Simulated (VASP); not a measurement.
**In: single point with PBE**

In:

```
In
1.0
     5.38302    0.00000    0.00000
    -2.69151    4.66183    0.00000
     0.00000    0.00000    3.33743
In
3
Direct
  0.00000 0.00000 0.00000
  0.33333 0.66667 0.50000
  0.66667 0.33333 0.50000
```

* Program: VASP 6.6.1
* Task: single point
* Functional: PBE
* Potentials or basis: VASP PAW PBE potentials, release 64 (In_d)
* Cutoff: 520 eV
* k mesh: 8 × 8 × 11
* Occupations: fermi-dirac, width 0.1 eV
* Spin: no spin polarisation

The pressure is 0.1 GPa.

Stress tensor (GPa, compression positive):
```
 0.17  0.00  0.00
 0.00  0.17  0.00
 0.00  0.00 -0.15
```

Levels at points of the mesh, in eV from the Fermi level:
| k point | band 15 | band 16 | band 17 | band 18 | band 19 | band 20 | band 21 | band 22 | band 23 | band 24 |
| --- | --- | --- | --- | --- | --- | --- | --- | --- | --- | --- |
| (0.00, 0.00, 0.00) | -14.36 | -9.18 | -2.84 | -2.60 | -0.94 | -0.94 | -0.81 | -0.81 | 4.39 | 7.72 |
| (0.50, 0.00, 0.00) | -14.33 | -7.32 | -7.29 | -3.91 | -2.98 | 3.37 | 3.50 | 4.60 | 4.76 | 6.16 |

Wall time 3 min on 1 thread of AMD EPYC 7R13 (shared host), peak memory 0.22 GiB.

Caveat: spin-orbit coupling is left out, which moves the levels of the heavy elements.
